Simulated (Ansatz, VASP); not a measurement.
## One calculation of SrTiO3, two programs

```xyz
5
Lattice="3.8879 0.0000 0.0000 0.0000 3.8879 0.0000 0.0000 0.0000 3.9869" Properties=species:S:1:pos:R:3 pbc="T T T"
Sr    0.0000    0.0000    0.0000
Ti    1.9440    1.9440    1.9935
O     1.9440    0.0000    1.9935
O     1.9440    1.9440    0.0000
O     0.0000    1.9440    1.9935
```

Alike in both runs: task single point; functional PBE; k mesh 8 × 8 × 8; occupations gaussian, width 0.02 eV; no spin polarisation; Hubbard terms Ti d U = 4.0 eV.

|  | VASP | Ansatz |
| --- | --- | --- |
| version | VASP 6.6.1 | Ansatz 0.2.0 |
| potentials or method | VASP PAW PBE potentials, release 64 (Sr_sv, Ti_sv, O), cutoff 520 eV | scalar-relativistic, plane waves, PAW |
| valence electrons in the cell | 40 | 40 |

|  | VASP | Ansatz | Ansatz less VASP |
| --- | --- | --- | --- |
| gap on the k mesh at the Fermi level (eV) | 2.31 | 2.31 | +0.002 |
| least direct gap on the mesh (eV) | 2.76 | 2.75 | -0.006 |
| pressure (GPa) | 6.6 | 3.7 | -2.90 |
| traceless stress, the component that is largest in VASP (GPa) | -4.17 | -3.73 | +0.446 |

The programs project onto different local orbitals, so the same U acts differently, and such runs can settle in different states.
